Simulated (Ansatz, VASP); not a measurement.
# Two plane-wave programs on BN

```
B N
1.0
     0.00000    1.85160    1.85160
     1.85160    0.00000    1.85160
     1.85160    1.85160    0.00000
B N
1 1
Direct
  0.00000 0.00000 0.00000
  0.25000 0.25000 0.25000
```

Alike in both runs: task single point; functional r2SCAN; k mesh 10 × 10 × 10; no spin polarisation.

|  | VASP | Ansatz |
| --- | --- | --- |
| version | VASP 6.6.1 | Ansatz 0.2.0 |
| potentials or method | VASP PAW PBE potentials, release 64 (B, N), cutoff 520 eV | plane waves, PAW |
| occupations | gaussian, width 0.01 eV | fixed |
| valence electrons in the cell | 8 | 8 |

Ansatz gave:

- pressure (GPa): -26.1

Task: Which values does VASP return?

Result: Pressure (GPa): -25.3.

VASP's potentials were made for PBE, not for r2SCAN.
